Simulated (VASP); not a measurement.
# Cu (Fd-3m) in VASP: single point with PBE

Aim: the single point of Cu with PBE.

All numbers are computed with VASP 6.6.1; they aren't measurements. Logs are shortened: lines on timing, memory, paths and dates and some standing lists are left out, and cuts for length are marked.

## 1. The cell of the first run

The structure is cubic, space group Fd-3m (No. 227). The conventional cell has a = 5.458 Å, b = 5.458 Å, c = 5.458 Å, α = 90.00°, β = 90.00°, γ = 90.00°. Cu (site symmetry -43m) has 4 Cu at 2.36 Å within 3.1 Å.

This isn't the form of Cu at room conditions, which is fcc.

## 2. Single point, PBE

Input file INCAR:

```
SYSTEM = Cu
PREC = Accurate
ENCUT = 520
EDIFF = 1E-6
ISMEAR = -1
SIGMA = 0.06122561905347299
LREAL = .False.
LASPH = .True.
NELM = 100
ALGO = Normal
ISIF = 2
LWAVE = .False.
LCHARG = .False.
GGA = PE
NBANDS = 18
```

Input file KPOINTS:

```
Automatic mesh
0
Gamma
  35 35 35
  0 0 0
```

Input file POSCAR:

```
Cu
1.0
    0.0000000000      2.7292373097      2.7292373097
    2.7292373097      0.0000000000      2.7292373097
    2.7292373097      2.7292373097      0.0000000000
Cu
2
Direct
    0.0000000000      0.0000000000      0.0000000000
    0.2500000000      0.2500000000      0.2500000000
```

Potentials or basis: VASP PAW PBE potentials, release 64 (Cu).

On the command line:

```bash
> cat potpaw_PBE.64/Cu/POTCAR > POTCAR
> mpirun -np 1 vasp_std > vasp.out
```

OUTCAR:

```text
SYSTEM = Cu
   PREC = Accurate
   ENCUT = 520
   EDIFF = 1E-6
   ISMEAR = -1
   LREAL = .False.
   LASPH = .True.
   NELM = 100
   ISIF = 2
   GGA = PE

 ion  position               nearest neighbor table
   1  0.000  0.000  0.000-   2 2.36   2 2.36   2 2.36   2 2.36
   2  0.250  0.250  0.250-   1 2.36   1 2.36   1 2.36   1 2.36

  LATTYP: Found a face centered cubic cell.
 ALAT       =     5.4584746194

  Lattice vectors:

 A1 = (   0.0000000000,   2.7292373097,   2.7292373097)
 A2 = (   2.7292373097,   0.0000000000,   2.7292373097)
 A3 = (   2.7292373097,   2.7292373097,   0.0000000000)

Analysis of symmetry for initial positions (statically):
=====================================================================
 Subroutine PRICEL returns:
 Original cell was already a primitive cell.

 Routine SETGRP: Setting up the symmetry group for a
 face centered cubic supercell.

 Subroutine GETGRP returns: Found 48 space group operations
 (whereof 24 operations were pure point group operations)
 out of a pool of 48 trial point group operations.

The static configuration has the point symmetry T_d .
 The point group associated with its full space group is O_h .

Analysis of symmetry for dynamics (positions and initial velocities):
=====================================================================
 Subroutine PRICEL returns:
 Original cell was already a primitive cell.

 Routine SETGRP: Setting up the symmetry group for a
 face centered cubic supercell.

 Subroutine GETGRP returns: Found 48 space group operations
 (whereof 24 operations were pure point group operations)
 out of a pool of 48 trial point group operations.

The dynamic configuration has the point symmetry T_d .
 The point group associated with its full space group is O_h .

 Subroutine INISYM returns: Found 48 space group operations
 (whereof 24 operations are pure point group operations),
 and found     1 'primitive' translations

----------------------------------------------------------------------------------------

                                     Primitive cell

  volume of cell :      40.6587

  direct lattice vectors                    reciprocal lattice vectors
     0.000000000  2.729237310  2.729237310    -0.183201365  0.183201365  0.183201365
     2.729237310  0.000000000  2.729237310     0.183201365 -0.183201365  0.183201365
     2.729237310  2.729237310  0.000000000     0.183201365  0.183201365 -0.183201365

  length of vectors
     3.859724418  3.859724418  3.859724418     0.317314072  0.317314072  0.317314072

  position of ions in fractional coordinates (direct lattice)
     0.000000000  0.000000000  0.000000000
     0.250000000  0.250000000  0.250000000

  ion indices of the primitive-cell ions
   primitive index   ion index
                 1           1
                 2           2

----------------------------------------------------------------------------------------

 KPOINTS: Automatic mesh

Automatic generation of k-mesh.
 Grid dimensions read from file:
 generate k-points for:   35   35   35

 Generating k-lattice:

  Cartesian coordinates                     Fractional coordinates (reciprocal lattice)
    -0.005234325  0.005234325  0.005234325     0.028571429  0.000000000  0.000000000
     0.005234325 -0.005234325  0.005234325     0.000000000  0.028571429  0.000000000
     0.005234325  0.005234325 -0.005234325     0.000000000  0.000000000  0.028571429

  Length of vectors
     0.009066116  0.009066116  0.009066116

  Shift w.r.t. Gamma in fractional coordinates (k-lattice)
     0.000000000  0.000000000  0.000000000

 Subroutine IBZKPT returns following result:
 ===========================================

 Found   1140 irreducible k-points:

 Following reciprocal coordinates:
            Coordinates               Weight
  0.000000  0.000000  0.000000      1.000000
  0.028571  0.000000  0.000000      8.000000
  0.057143  0.000000  0.000000      8.000000
  0.085714  0.000000  0.000000      8.000000
  0.114286  0.000000  0.000000      8.000000
  0.142857  0.000000  0.000000      8.000000
[... 16 lines left out ...]
  0.142857  0.028571  0.000000     24.000000
  0.171429  0.028571  0.000000     24.000000
 [... further k-points ...]
   k-points           NKPTS =   1140   k-points in BZ     NKDIM =   1140   number of bands    NBANDS=     18
   number of dos      NEDOS =    301   number of ions     NIONS =      2
   total plane-waves  NPLWV =  27000
   dimension x,y,z NGX =    30 NGY =   30 NGZ =   30
   dimension x,y,z NGXF=    60 NGYF=   60 NGZF=   60
   ions per type =               2
   NGX,Y,Z   is equivalent  to a cutoff of  12.92, 12.92, 12.92 a.u.
   NGXF,Y,Z  is equivalent  to a cutoff of  25.84, 25.84, 25.84 a.u.
 SYSTEM =  Cu
   PREC   = accura    normal or accurate (medium, high low for compatibility)
   ISTART =      0    job   : 0-new  1-cont  2-samecut
   ICHARG =      2    charge: 1-file 2-atom 10-const
   ISPIN  =      1    spin polarized calculation?
   LNONCOLLINEAR =      F non collinear calculations
   LSORBIT =      F    spin-orbit coupling
   LASPH  =      T    aspherical Exc in radial PAW
   ENCUT  =  520.0 eV  38.22 Ry    6.18 a.u.   7.18  7.18  7.18*2*pi/ulx,y,z
   NELM   =    100;   NELMIN=  2; NELMDL= -5     # of ELM steps
   EDIFF  = 0.1E-05   stopping-criterion for ELM
   LREAL  =      F    real-space projection
   EDIFFG = 0.1E-04   stopping-criterion for IOM
   NSW    =      0    number of steps for IOM
   IBRION =     -1    ionic relax: 0-MD 1-quasi-New 2-CG
   NFREE  =      0    steps in history (QN), initial steepest desc. (CG)
   ISIF   =      2    stress and relaxation
   ISYM   =      2    0-nonsym 1-usesym 2-fastsym
   POTIM  = 0.5000    time-step for ionic-motion
   TEBEG  =    0.0;   TEEND  =   0.0 temperature during run
   PSTRESS=    0.0 pullay stress
   NELECT =      22.0000    total number of electrons
   NUPDOWN=      -1.0000    fix difference up-down
   EMIN   =  10.00;   EMAX   =-10.00  energy-range for DOS
   EFERMI =   0.00;   METHOD = LEGACY
   ISMEAR =    -1;   SIGMA  =   0.06  broadening in eV -4-tet -1-fermi 0-gaus
   EFERMI_NEDOS =   21; number of points for ismear=-14 and -15
   IALGO  =     38    algorithm
   IMIX   =      4    mixing-type and parameters
     AMIX     =   0.40;   BMIX     =  1.00
     AMIX_MAG =   1.60;   BMIX_MAG =  1.00
  volume/ion in A,a.u.               =      20.33       137.19
  Fermi-wavevector in a.u.,A,eV,Ry     =   1.334026  2.520944 24.213288  1.779626
  Thomas-Fermi vector in A             =   2.462839
   LORBIT       =      0    0 simple, 1 ext, 2 COOP (PROOUT), +10 PAW based schemes
   GGA     = PE    functional components
   LHFCALC =     F    Hartree Fock is set to
   AEXX    =    0.0000 exact exchange contribution
   IVDW    =     0    specifies the selected vdW correction
   LEPSILON=     F    determine dielectric tensor
   LRPA    =     F    only Hartree local field effects (RPA)
 non-spin polarized calculation
  energy-cutoff  :      520.00
  volume of cell :       40.66
 maximum number of plane-waves:      1113
 NGX is ok and might be reduce to    30
   NGX = 15   NGY = 15   NGZ = 15

 number of electron      21.9999990 magnetization

 Free energy of the ion-electron system (eV)
  ---------------------------------------------------
  ext. energy  EPLUGINS =         0.00000000
  ---------------------------------------------------
  free energy    TOTEN  =        -5.38976131 eV

  energy without entropy =       -5.37989669  energy(sigma->0) =       -5.38482900

 E-fermi :   2.3257     XC(G=0):  -9.5791

 val. band max:        2.3252855435   @ k =  -0.3143   0.4000   0.2000
 cond. band min:       2.3261270471   @ k =  -0.3429   0.4286   0.1714
 fundamental gap:      0.0008415036
 Fermi energy:         2.3256569201

 k-point     1 :       0.0000    0.0000    0.0000
  band No.  band energies     occupation
      1      -3.6198      2.00000
      2      -0.4311      2.00000
      3      -0.4311      2.00000
      4      -0.4311      2.00000
      5      -0.4046      2.00000
      6      -0.4046      2.00000
[... 10 lines left out ...]
     17      12.6230      0.00000
     18      14.5344      0.00000

 k-point     2 :       0.0286    0.0000    0.0000
  band No.  band energies     occupation
      1      -3.6076      2.00000
      2      -0.4467      2.00000
      3      -0.4467      2.00000
      4      -0.4309      2.00000
      5      -0.3870      2.00000
      6      -0.3870      2.00000
[... 10 lines left out ...]
     17      12.8061      0.00000
     18      14.5951      0.00000

 k-point     3 :       0.0571    0.0000    0.0000
  band No.  band energies     occupation
      1      -3.5710      2.00000
      2      -0.4684      2.00000
      3      -0.4684      2.00000
      4      -0.4303      2.00000
      5      -0.3594      2.00000
      6      -0.3594      2.00000
[... 10 lines left out ...]
     17      12.9978      0.00000
     18      14.7549      0.00000

 k-point     4 :       0.0857    0.0000    0.0000
  band No.  band energies     occupation
      1      -3.5101      2.00000
      2      -0.4880      2.00000
      3      -0.4880      2.00000
      4      -0.4292      2.00000
      5      -0.3306      2.00000
      6      -0.3306      2.00000
[... 375 lines left out ...]
      4      -0.4271      2.00000
      5      -0.3253      2.00000
      6      -0.2931      2.00000
[... 10 lines left out ...]
     17      13.7223      0.00000
     18      15.0362      0.00000

 k-point    23 :       0.1429    0.0286    0.0000
  band No.  band energies     occupation
      1      -3.3453      2.00000
      2      -0.5366      2.00000
      3      -0.4917      2.00000
      4      -0.4249      2.00000
      5      -0.2981      2.00000
      6      -0.2660      2.00000
[... 10 lines left out ...]
     17      13.9725      0.00000
     18      15.1033      0.00000

 k-point    24 :       0.1714    0.0286    0.0000
  band No.  band energies     occupation
      1      -3.2223      2.00000
      2      -0.5475      2.00000
      3      -0.5014      2.00000
      4      -0.4217      2.00000
      5      -0.2737      2.00000
      6      -0.2411      2.00000
[... 10 lines left out ...]
     17      14.1663      0.00000
     18      15.0889      0.00000

 [... further k-points ...]

------------------------ aborting loop because EDIFF is reached ----------------------------------------

  FORCE on cell =-STRESS in cart. coord.  units (eV):
  Direction    XX          YY          ZZ          XY          YZ          ZX
  --------------------------------------------------------------------------------------
  -------------------------------------------------------------------------------------
  Total       -0.7114952     -0.7114952     -0.7114952      0.0000000     -0.0000000      0.0000000
  in kB      -28.0368142    -28.0368142    -28.0368142      0.0000000     -0.0000000      0.0000000
  external PRESSURE =     -28.0368142 kB  Pullay stress =       0.0000000 kB

 VOLUME and BASIS-vectors are now :
 -----------------------------------------------------------------------------
  energy-cutoff  :      520.00
  volume of cell :       40.66
      direct lattice vectors                 reciprocal lattice vectors
     0.000000000  2.729237310  2.729237310    -0.183201365  0.183201365  0.183201365
     2.729237310  0.000000000  2.729237310     0.183201365 -0.183201365  0.183201365
     2.729237310  2.729237310  0.000000000     0.183201365  0.183201365 -0.183201365

 POSITION                                       TOTAL-FORCE (eV/Angst)
 -----------------------------------------------------------------------------------
      0.00000      0.00000      0.00000         0.000000      0.000000      0.000000
      1.36462      1.36462      1.36462        -0.000000     -0.000000     -0.000000
 -----------------------------------------------------------------------------------
    total drift:                                0.000000     -0.000000      0.000000

  FREE ENERGIE OF THE ION-ELECTRON SYSTEM (eV)
  ---------------------------------------------------
  free  energy   TOTEN  =        -5.3897613052 eV

  energy  without entropy=       -5.3798966938  energy(sigma->0) =       -5.38482900
```

Run time: 6.2 min. Hardware: 1 thread of AMD EPYC 9R45 (Zen 5), shared host; peak memory 0.69 GiB.

What came out:

| Quantity | Value |
| --- | --- |
| Free energy | -5.3898 eV |
| Pressure | -2.8 GPa |
| Band gap on the k mesh | zero (bands 11 and 12 overlap by 0.85 eV) |
